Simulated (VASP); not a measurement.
A run of VASP 6.6.1:

Contents of POSCAR:

```
GaN
1.0
    3.1830984299      0.0000000000      0.0000000000
   -1.5915492150      2.7566441030      0.0000000000
    0.0000000000      0.0000000000      5.1835962425
Ga N
2 2
Direct
    0.3333333333      0.6666666667      0.9991101046
    0.6666666667      0.3333333333      0.4991101046
    0.3696093255      0.7392186511      0.3565982694
    0.6666666667      0.3333333333      0.8758898954
```

INCAR.step1

```
SYSTEM = GaN
  ALGO = Normal
  EDIFF = 1E-4
  ENCUT = 520
  GGA = PE
  ISMEAR = 0
  LASPH = .TRUE.
  LCHARG = .FALSE.
  LREAL = .FALSE.
  LWAVE = .TRUE.
  NBANDS = 26
  NELM = 80
  PREC = Accurate
  SIGMA = 0.05
```

File INCAR.step2:

```
SYSTEM = GaN
  ALGO = Normal
  EDIFF = 1E-6
  ENCUT = 520
  ISIF = 2
  ISMEAR = 0
  ISTART = 1
  LASPH = .TRUE.
  LCHARG = .FALSE.
  LMIXTAU = .TRUE.
  LREAL = .FALSE.
  LWAVE = .FALSE.
  METAGGA = R2SCAN
  NBANDS = 26
  NELM = 80
  PREC = Accurate
  SIGMA = 0.05
```

The input KPOINTS:

```
k-points
0
G
  12 12 6
  0 0 0
```

Potentials or basis: VASP PAW PBE potentials, release 64 (Ga_d, N).

The run is started by

```sh
$ cat potpaw_PBE.64/Ga_d/POTCAR potpaw_PBE.64/N/POTCAR > POTCAR
$ cp INCAR.step1 INCAR
$ mpirun -np 1 vasp_std > vasp.out
$ cp INCAR.step2 INCAR
$ mpirun -np 1 vasp_std > vasp.out
```

Hardware: 1 thread of Oxide Virtual Turin-like Processor, with other jobs on the host.

Problem. How long does it take, and how much memory?

Solution. Wall time 22 min on 1 thread of Oxide Virtual Turin-like Processor, on a shared host, peak memory 0.32 GiB. Counts: k points 242.
